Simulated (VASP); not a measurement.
# Be (Fd-3m) in VASP: notebook, part 2 of 2

VASP 6.6.1.

## Step 3: Density of states, PBE (volume scaled by 0.58)

The input, POSCAR:

```
Be
1.0
    0.0000000000      2.0424627382      2.0424627382
    2.0424627382      0.0000000000      2.0424627382
    2.0424627382      2.0424627382      0.0000000000
Be
2
Direct
   -0.1250000000     -0.1250000000     -0.1250000000
    0.1250000000      0.1250000000      0.1250000000
```

The input, INCAR.step1:

```
ALGO     = Normal         # electronic algorithm
EDIFF    = 1E-7           # SCF threshold, eV
ENCUT    = 520            # plane-wave cutoff, eV
GGA      = PE             # functional
ISIF     = 2              # what is computed and relaxed
ISMEAR   = -1             # smearing method
LASPH    = True           # aspherical terms in the spheres
LCHARG   = True           # write CHGCAR
LREAL    = False          # projectors in reciprocal space
LWAVE    = False          # write WAVECAR
NBANDS   = 9              # bands
NELM     = 80             # most SCF steps
PREC     = Accurate       # precision mode
SIGMA    = 0.1            # smearing width, eV
```

The input, KPOINTS.step1:

```
k-points
0
Gamma
  15 15 15
```

The input, INCAR.step2:

```
ALGO     = Normal         # electronic algorithm
EDIFF    = 1E-7           # SCF threshold, eV
ENCUT    = 520            # plane-wave cutoff, eV
GGA      = PE             # functional
ICHARG   = 11             # starting density
ISIF     = 2              # what is computed and relaxed
ISMEAR   = -5             # smearing method
LASPH    = True           # aspherical terms in the spheres
LCHARG   = False          # write CHGCAR
LORBIT   = 11             # projections on sites
LREAL    = False          # projectors in reciprocal space
LWAVE    = False          # write WAVECAR
NEDOS    = 2001           # points of the DOS
NELM     = 80             # most SCF steps
PREC     = Accurate       # precision mode
SIGMA    = 0.1            # smearing width, eV
```

The input, KPOINTS.step2:

```
k-points
0
Gamma
  23 23 23
```

Potentials or basis: VASP PAW PBE potentials, release 64 (Be).

The run is started by

```bash
$ cat potpaw_PBE.64/Be/POTCAR > POTCAR
$ cp INCAR.step1 INCAR
$ cp KPOINTS.step1 KPOINTS
$ mpirun -np 1 vasp_std > vasp.out
$ cp INCAR.step2 INCAR
$ cp KPOINTS.step2 KPOINTS
$ mpirun -np 1 vasp_std > vasp.out
```

OUTCAR:

```text
EDIFF = 1E-7
   ENCUT = 520
   GGA = PE
   ICHARG = 11
   ISIF = 2
   ISMEAR = -5
   LASPH = True
   LORBIT = 11
   LREAL = False
   NELM = 80
   PREC = Accurate

 ion  position               nearest neighbor table
   1  0.875  0.875  0.875-   2 1.77   2 1.77   2 1.77   2 1.77
   2  0.125  0.125  0.125-   1 1.77   1 1.77   1 1.77   1 1.77

  LATTYP: Found a face centered cubic cell.
 ALAT       =     4.0849254764

  Lattice vectors:

 A1 = (   0.0000000000,   2.0424627382,   2.0424627382)
 A2 = (   2.0424627382,   0.0000000000,   2.0424627382)
 A3 = (   2.0424627382,   2.0424627382,   0.0000000000)

Analysis of symmetry for initial positions (statically):
=====================================================================
 Subroutine PRICEL returns:
 Original cell was already a primitive cell.

 Routine SETGRP: Setting up the symmetry group for a
 face centered cubic supercell.

 Subroutine GETGRP returns: Found 48 space group operations
 (whereof 12 operations were pure point group operations)
 out of a pool of 48 trial point group operations.

The static configuration has the point symmetry D_3d.
 The point group associated with its full space group is O_h .

Analysis of symmetry for dynamics (positions and initial velocities):
=====================================================================
 Subroutine PRICEL returns:
 Original cell was already a primitive cell.

 Routine SETGRP: Setting up the symmetry group for a
 face centered cubic supercell.

 Subroutine GETGRP returns: Found 48 space group operations
 (whereof 12 operations were pure point group operations)
 out of a pool of 48 trial point group operations.

The dynamic configuration has the point symmetry D_3d.
 The point group associated with its full space group is O_h .

 Subroutine INISYM returns: Found 48 space group operations
 (whereof 12 operations are pure point group operations),
 and found     1 'primitive' translations

----------------------------------------------------------------------------------------

                                     Primitive cell

  volume of cell :      17.0409

  direct lattice vectors                    reciprocal lattice vectors
     0.000000000  2.042462738  2.042462738    -0.244802508  0.244802508  0.244802508
     2.042462738  0.000000000  2.042462738     0.244802508 -0.244802508  0.244802508
     2.042462738  2.042462738  0.000000000     0.244802508  0.244802508 -0.244802508

  length of vectors
     2.888478505  2.888478505  2.888478505     0.424010381  0.424010381  0.424010381

  position of ions in fractional coordinates (direct lattice)
     0.875000000  0.875000000  0.875000000
     0.125000000  0.125000000  0.125000000

  ion indices of the primitive-cell ions
   primitive index   ion index
                 1           1
                 2           2

----------------------------------------------------------------------------------------

 KPOINTS: k-points

Automatic generation of k-mesh.
 Grid dimensions read from file:
 generate k-points for:   23   23   23

 Generating k-lattice:

  Cartesian coordinates                     Fractional coordinates (reciprocal lattice)
    -0.010643587  0.010643587  0.010643587     0.043478261  0.000000000  0.000000000
     0.010643587 -0.010643587  0.010643587     0.000000000  0.043478261  0.000000000
     0.010643587  0.010643587 -0.010643587     0.000000000  0.000000000  0.043478261

  Length of vectors
     0.018435234  0.018435234  0.018435234

  Shift w.r.t. Gamma in fractional coordinates (k-lattice)
     0.000000000  0.000000000  0.000000000

 TETIRR: Found   1662 inequivalent tetrahedra from    73002

 Subroutine IBZKPT returns following result:
 ===========================================

 Found    364 irreducible k-points:

 Following reciprocal coordinates:
            Coordinates               Weight
  0.000000  0.000000  0.000000      1.000000
  0.043478  0.000000  0.000000      8.000000
  0.086957  0.000000  0.000000      8.000000
  0.130435  0.000000  0.000000      8.000000
  0.173913  0.000000  0.000000      8.000000
  0.217391  0.000000  0.000000      8.000000
[... 16 lines left out ...]
  0.478261  0.043478  0.000000     24.000000
 -0.478261  0.043478  0.000000     24.000000
 [... further k-points ...]
   k-points           NKPTS =    364   k-points in BZ     NKDIM =    364   number of bands    NBANDS=      6
   number of dos      NEDOS =   2001   number of ions     NIONS =      2
   total plane-waves  NPLWV =  13824
   dimension x,y,z NGX =    24 NGY =   24 NGZ =   24
   dimension x,y,z NGXF=    48 NGYF=   48 NGZF=   48
   ions per type =               2
   NGX,Y,Z   is equivalent  to a cutoff of  13.81, 13.81, 13.81 a.u.
   NGXF,Y,Z  is equivalent  to a cutoff of  27.63, 27.63, 27.63 a.u.
 SYSTEM =  unknown system
   PREC   = accura    normal or accurate (medium, high low for compatibility)
   ISTART =      0    job   : 0-new  1-cont  2-samecut
   ICHARG =     11    charge: 1-file 2-atom 10-const
   ISPIN  =      1    spin polarized calculation?
   LNONCOLLINEAR =      F non collinear calculations
   LSORBIT =      F    spin-orbit coupling
   LASPH  =      T    aspherical Exc in radial PAW
   ENCUT  =  520.0 eV  38.22 Ry    6.18 a.u.   5.37  5.37  5.37*2*pi/ulx,y,z
   NELM   =     80;   NELMIN=  2; NELMDL=  0     # of ELM steps
   EDIFF  = 0.1E-06   stopping-criterion for ELM
   LREAL  =      F    real-space projection
   EDIFFG = 0.1E-05   stopping-criterion for IOM
   NSW    =      0    number of steps for IOM
   IBRION =     -1    ionic relax: 0-MD 1-quasi-New 2-CG
   NFREE  =      0    steps in history (QN), initial steepest desc. (CG)
   ISIF   =      2    stress and relaxation
   ISYM   =      2    0-nonsym 1-usesym 2-fastsym
   POTIM  = 0.5000    time-step for ionic-motion
   TEBEG  =    0.0;   TEEND  =   0.0 temperature during run
   PSTRESS=    0.0 pullay stress
   NELECT =       4.0000    total number of electrons
   NUPDOWN=      -1.0000    fix difference up-down
   EMIN   =  10.00;   EMAX   =-10.00  energy-range for DOS
   EFERMI =   0.00;   METHOD = LEGACY
   ISMEAR =    -5;   SIGMA  =   0.10  broadening in eV -4-tet -1-fermi 0-gaus
   EFERMI_NEDOS =   21; number of points for ismear=-14 and -15
   IALGO  =     38    algorithm
   IMIX   =      4    mixing-type and parameters
     AMIX     =   0.40;   BMIX     =  1.00
     AMIX_MAG =   1.60;   BMIX_MAG =  1.00
  volume/ion in A,a.u.               =       8.52        57.50
  Fermi-wavevector in a.u.,A,eV,Ry     =   1.009867  1.908371 13.875638  1.019831
  Thomas-Fermi vector in A             =   2.142821
   LORBIT       =     11    0 simple, 1 ext, 2 COOP (PROOUT), +10 PAW based schemes
   GGA     = PE    functional components
   LHFCALC =     F    Hartree Fock is set to
   AEXX    =    0.0000 exact exchange contribution
   IVDW    =     0    specifies the selected vdW correction
   LEPSILON=     F    determine dielectric tensor
   LRPA    =     F    only Hartree local field effects (RPA)
 non-spin polarized calculation
 Fermi weights with tetrahedron method with Bloechl corrections
  energy-cutoff  :      520.00
  volume of cell :       17.04
 maximum number of plane-waves:       477
 NGX is ok and might be reduce to    24

 number of electron       4.0000000 magnetization

 Free energy of the ion-electron system (eV)
  ---------------------------------------------------
  ext. energy  EPLUGINS =         0.00000000
  ---------------------------------------------------
  free energy    TOTEN  =        -2.72524879 eV

  energy without entropy =       -2.72524879  energy(sigma->0) =       -2.72524879

 E-fermi :   5.4062     XC(G=0): -10.2575

 val. band max:        5.5180566080   @ k =  -0.2174   0.2609   0.0435
 cond. band min:       5.2722881229   @ k =  -0.4783   0.3478   0.1739
 fundamental gap:     -0.2457684850
 Fermi energy:         5.4061550722

 k-point     1 :       0.0000    0.0000    0.0000
  band No.  band energies     occupation
      1      -4.4551      2.00000
      2      12.3463      0.00000
      3      12.3463      0.00000
      4      12.3463      0.00000
      5      15.4081      0.00000
      6      15.4081      0.00000
[... 199 lines left out ...]
 k-point    24 :      -0.4783    0.0435    0.0000
  band No.  band energies     occupation
      1      -0.3165      2.00000
      2       1.4787      2.00000
      3       9.4969      0.00000
      4       9.5887      0.00000
      5      16.5201      0.00000
      6      16.8044      0.00000

 [... further k-points ...]
[... 5 lines left out ...]
  --------------------------------------------------------------------------------------
  -------------------------------------------------------------------------------------
  Total        6.3318289      6.3318289      6.3318289     -0.0000000      0.0000000     -0.0000000
  in kB      595.3156946    595.3156946    595.3156946     -0.0000000      0.0000000     -0.0000000
  external PRESSURE =     595.3156946 kB  Pullay stress =       0.0000000 kB

 VOLUME and BASIS-vectors are now :
 -----------------------------------------------------------------------------
  energy-cutoff  :      520.00
  volume of cell :       17.04
      direct lattice vectors                 reciprocal lattice vectors
     0.000000000  2.042462738  2.042462738    -0.244802508  0.244802508  0.244802508
     2.042462738  0.000000000  2.042462738     0.244802508 -0.244802508  0.244802508
     2.042462738  2.042462738  0.000000000     0.244802508  0.244802508 -0.244802508

 POSITION                                       TOTAL-FORCE (eV/Angst)
 -----------------------------------------------------------------------------------
      3.57431      3.57431      3.57431        -0.000000     -0.000000      0.000000
      0.51062      0.51062      0.51062         0.000000      0.000000     -0.000000
 -----------------------------------------------------------------------------------
    total drift:                                0.000000      0.000000     -0.000000

  FREE ENERGIE OF THE ION-ELECTRON SYSTEM (eV)
  ---------------------------------------------------
  free  energy   TOTEN  =        -2.7252487936 eV

  energy  without entropy=       -2.7252487936  energy(sigma->0) =       -2.72524879

 total charge

# of ion       s       p       d       tot
------------------------------------------
    1        0.646   0.732   0.000   1.378
    2        0.646   0.732   0.000   1.378
--------------------------------------------------
tot          1.291   1.465   0.000   2.756
```

It took 17 s on 1 thread of Intel Xeon Platinum 8375C at 2.90GHz (Ice Lake), shared host; peak memory 0.15 GiB.

Results:

```
Valence electrons inside the program's atomic spheres : Be 1.38
```

Caveat: tetrahedron occupations give inexact forces and stress in metals.
